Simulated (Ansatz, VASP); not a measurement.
One calculation of SiB5, two programs

```
CELL_PARAMETERS angstrom
4.07273 0.00000 0.00000
0.00000 4.07273 0.00000
0.00000 0.00000 3.64078
ATOMIC_POSITIONS crystal
Si 0.50000 0.50000 0.50000
B 0.00000 0.00000 0.25912
B 0.00000 0.00000 0.74088
B 0.00000 0.50000 0.50000
B 0.50000 0.00000 0.50000
B 0.50000 0.50000 0.00000
```

Alike in both runs: functional PBE; k mesh 5 × 5 × 3; occupations gaussian, width 0.2 eV; no spin polarisation.

Ansatz relaxed the structure, and its values are those at the end. VASP's run is a single point on that final structure, the one shown.

```csv
,VASP,Ansatz
version,VASP 6.6.1,Ansatz 0.2.0
potentials or method,"VASP PAW PBE potentials, release 64 (Si, B), cutoff 500 eV","scalar-relativistic, plane waves, PAW"
valence electrons in the cell,19,19
```

```tsv
	VASP	Ansatz	Ansatz less VASP
gap on the k mesh at the Fermi level (eV)	none	none	-
pressure (GPa)	0.0	0.2	+0.12
rms of the force components (eV/Å)	0.001	0.004	+0.0024
```

A gap of «none» marks a metal or a gap that the smearing closes.

The k mesh is coarse, so the values compare programs but aren't converged.
